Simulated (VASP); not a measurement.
Zn2SnN3, 6 atoms in the cell. Symmetry: P-3m1, No. 164, trigonal system. The conventional cell has a = 3.162 Å, b = 3.162 Å, c = 7.739 Å, α = 90.00°, β = 90.00°, γ = 120.00°. Within 3.0 Å of Zn (site symmetry 3m) lie 6 N at 2.16 to 2.34 Å and 3 Zn at 2.95 Å. Sn (site symmetry -3m) has 6 N at 2.21 Å within 2.9 Å. Within 2.9 Å of N (site symmetry 3m) lie 3 Sn at 2.21 Å and 3 Zn at 2.34 Å. Within 2.9 Å of N (site symmetry -3m) lie 6 Zn at 2.16 Å. The cell was generated, and may not be a known phase.

```yaml
Program: VASP 6.6.1
Task: relaxation of cell and atoms
Functional: PBE
Potentials_or_basis: VASP PAW PBE potentials, release 64 (Zn, Sn_d, N)
Cutoff: 600 eV
k_mesh: 12 × 12 × 6
Occupations: gaussian, width 0.1 eV
Spin: no spin polarisation
Dipole_correction: no
Further_INCAR_settings: ALGO = Normal; EDIFF = 1e-07; IBRION = 2; EDIFFG = -0.01; NSW = 100; ISIF = 3
```

Potentials or basis: VASP PAW PBE potentials, release 64 (Zn, Sn_d, N).

Launch:

```sh
$ cat potpaw_PBE.64/Zn/POTCAR potpaw_PBE.64/Sn_d/POTCAR potpaw_PBE.64/N/POTCAR > POTCAR
$ mpirun -np 1 vasp_std > vasp.out
```

Hardware: 1 thread of Intel(R) Xeon(R) Platinum 8375C CPU @ 2.90GHz (Ice Lake), on a shared host.

Question: Estimate the wall time of this run.

Answer: It took 21 min on 1 thread of Intel(R) Xeon(R) Platinum 8375C CPU @ 2.90GHz (Ice Lake), on a shared host, peak memory 0.41 GiB. Counts: scf iterations 52, k points 100, ion steps 6.
